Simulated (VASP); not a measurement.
# W: single point with r2SCAN+rVV10

The system is W.

```
CELL_PARAMETERS angstrom
-1.57172 1.57172 1.57172
1.57172 -1.57172 1.57172
1.57172 1.57172 -1.57172
ATOMIC_POSITIONS crystal
W 0.00000 0.00000 0.00000
```

```
Program                : VASP 6.6.1
Task                   : single point
Functional             : r2SCAN
Dispersion             : rVV10
Potentials or basis    : VASP PAW PBE potentials, release 64 (W_sv)
Cutoff                 : 520 eV
k mesh                 : 12 × 12 × 12
Occupations            : fermi-dirac, width 0.05 eV
Spin                   : no spin polarisation
Dipole correction      : no
Further INCAR settings : ALGO = Normal; EDIFF = 1e-06; NBANDS = 13
```

The pressure is 8.1 GPa and the band gap on the k mesh is zero (band 7 reaches 17.08 eV, above the bottom of band 8 at 10.26 eV).

Levels at points of the mesh, in eV from the Fermi level:
| k point | band 5 | band 6 | band 7 | band 8 | band 9 | band 10 |
| --- | --- | --- | --- | --- | --- | --- |
| (0.00, 0.00, 0.00) | -10.13 | -1.19 | -1.19 | -1.19 | 2.74 | 2.74 |
| (0.50, 0.00, 0.00) | -6.58 | -3.73 | 0.72 | 2.59 | 3.67 | 6.66 |
| (0.50, 0.50, 0.50) | -6.08 | -6.08 | 5.62 | 5.62 | 5.62 | 8.83 |

It took 32 s on 1 thread of Intel Xeon 6975P-C, on a shared host, peak memory 0.19 GiB.

Caveat: the PAW data sets were made with another functional, which shifts forces and pressure a little; spin-orbit coupling is left out, which moves the levels of the heavy elements.
